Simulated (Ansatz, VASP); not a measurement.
# In2As2F in VASP and in Ansatz

Contents of INCAR:

```
SYSTEM = In2As2F
PREC     = Accurate       ! precision mode
ENCUT    = 520            ! plane-wave cutoff, eV
EDIFF    = 1E-6           ! SCF threshold, eV
ISMEAR   = 0              ! smearing method
SIGMA    = 0.1            ! smearing width, eV
LREAL    = .False.        ! projectors in reciprocal space
LASPH    = .True.         ! aspherical terms in the spheres
NELM     = 60             ! most SCF steps
ALGO     = Normal         ! electronic algorithm
ISIF     = 2              ! what is computed and relaxed
LWAVE    = .False.        ! write WAVECAR
LCHARG   = .True.         ! write CHGCAR
LDIPOL   = .True.       
IDIPOL   = 3            
DIPOL    = 0.5 0.5 0.331
GGA      = PE             ! functional
IVDW     = 12             ! dispersion correction
LELF     = .True.         ! ELF
LVHAR    = .True.       
LVACPOTAV= .True.       
NBANDS   = 30             ! bands
```

Contents of KPOINTS:

```
regular mesh
0
Gamma
  6 6 1
  0 0 0
```

POSCAR

```
In2As2F
1.0
    4.3220706728      0.0000000000      0.0000000000
   -2.1610353364      3.7430229996      0.0000000000
    0.0000000000      0.0000000000     21.7386927254
As In F
2 2 1
Direct
    0.0000000000      0.0000000000      0.1840037048
    0.3333333333      0.6666666667      0.3557112061
    0.3333333333      0.6666666667      0.2245875152
    0.6666666667      0.3333333333      0.3881876814
    1.5555555556      0.7777777778      0.5031899969
```

Input for Ansatz:

```yaml
crystal:
  lattice:
    - [4.3220706728, 0.0, 0.0]
    - [-2.1610353364, 3.7430229996, 0.0]
    - [0.0, 0.0, 21.7386927254]
  atoms:
    - { symbol: As, position: [0.0, 0.0, 0.1840037048] }
    - { symbol: In, position: [0.3333333333, 0.6666666667, 0.2245875152] }
    - { symbol: As, position: [0.3333333333, 0.6666666667, 0.3557112061] }
    - { symbol: In, position: [0.6666666667, 0.3333333333, 0.3881876814] }
    - { symbol: F, position: [1.5555555556, 0.7777777778, 0.5031899969] }
basis:
  ecutwfc: 420
kpoints:
  mp_grid: { grid: [6, 6, 1] }
hamiltonian:
  xc: pbe
  pseudopotentials: { kind: paw, azcp: { folder: soft_1 } }
  dispersion: d3bj
scf:
  occupations: { method: gaussian, width: 0.1 }
output:
  forces: true
  eigenvalues: true
efield:
  axis: 3
  dipole_correction: true
  ramp_width: 0.04
```

Alike in both runs: task single point; functional PBE; dispersion D3(BJ); k mesh 6 × 6 × 1; occupations gaussian, width 0.1 eV; no spin polarisation.

```csv
,VASP,Ansatz
version,VASP 6.6.1,Ansatz 0.2.0
potentials or method,"VASP PAW PBE potentials, release 64 (As, In_d, F), cutoff 520 eV","scalar-relativistic, plane waves, PAW"
valence electrons in the cell,43,63
```

```csv
,VASP,Ansatz,Ansatz less VASP
gap on the k mesh at the Fermi level (eV),none,none,-
rms of the force components (eV/Å),0.525,0.525,+0.0001
"work function, face that differs most (eV)",5.54,5.54,+0.005
```

A gap of «none» marks a metal or a gap that the smearing closes. VASP's potentials hold 43 valence electrons a cell and Ansatz's 63, so a difference there can come from the potentials and not from the codes.
